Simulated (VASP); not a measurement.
A run of VASP 6.6.1 is set up as follows.

Contents of INCAR:

```
SYSTEM = Sn
PREC     = Accurate       ! precision mode
ENCUT    = 520            ! plane-wave cutoff, eV
EDIFF    = 1E-6           ! SCF threshold, eV
ISMEAR   = -1             ! smearing method
SIGMA    = 0.05           ! smearing width, eV
LREAL    = .False.        ! projectors in reciprocal space
LASPH    = .True.         ! aspherical terms in the spheres
NELM     = 100            ! most SCF steps
ALGO     = Normal         ! electronic algorithm
ISIF     = 2              ! what is computed and relaxed
LWAVE    = .False.        ! write WAVECAR
LCHARG   = .True.         ! write CHGCAR
GGA      = PE             ! functional
LELF     = .True.         ! ELF
LVHAR    = .True.       
NBANDS   = 21             ! bands
```

File KPOINTS:

```
Automatic mesh
0
Gamma
  14 14 14
  0 0 0
```

The input POSCAR:

```
Sn
1.0
   -2.9377006583      2.9377006583      1.6011617194
    2.9377006583     -2.9377006583      1.6011617194
    2.9377006583      2.9377006583     -1.6011617194
Sn
2
Direct
   -0.3750000000     -0.1250000000     -0.2500000000
    0.3750000000      0.1250000000      0.2500000000
```

Potentials or basis: VASP PAW PBE potentials, release 64 (Sn_d).

Run with:

```bash
$ cat potpaw_PBE.64/Sn_d/POTCAR > POTCAR
$ mpirun -np 1 vasp_std > vasp.out
```

(1) Predict the band gap on the k mesh.

(2) Estimate the pressure.

Answers

(1) zero (bands 14 and 15 overlap by 3.92 eV).

(2) 1.4 GPa.

Caveat: spin-orbit coupling is left out, which moves the levels of the heavy elements.
